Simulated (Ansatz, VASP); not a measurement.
# Cd3Mo in VASP and in Ansatz

```
CELL_PARAMETERS angstrom
4.24597 0.00000 0.00000
0.00000 4.24597 0.00000
0.00000 0.00000 4.24597
ATOMIC_POSITIONS crystal
Cd 0.00000 0.50000 0.50000
Cd 0.50000 0.00000 0.50000
Cd 0.50000 0.50000 0.00000
Mo 0.00000 0.00000 0.00000
```

Alike in both runs: functional PBE; k mesh 12 × 12 × 12; occupations gaussian, width 0.1 eV; no spin polarisation.

Ansatz relaxed the structure, and its values are those at the end. VASP's run is a single point on that final structure, the one shown.

|  | VASP | Ansatz |
| --- | --- | --- |
| version | VASP 6.6.1 | Ansatz 0.2.0 |
| potentials or method | VASP PAW PBE potentials, release 64 (Cd, Mo_sv), cutoff 520 eV | scalar-relativistic, plane waves, PAW |
| valence electrons in the cell | 50 | 74 |

|  | VASP | Ansatz | Ansatz less VASP |
| --- | --- | --- | --- |
| gap on the k mesh at the Fermi level (eV) | none | none | - |
| pressure (GPa) | 0.6 | 0.0 | -0.62 |

A gap of «none» marks a metal or a gap that the smearing closes. VASP's potentials hold 50 valence electrons a cell and Ansatz's 74, so a difference there can come from the potentials and not from the codes.
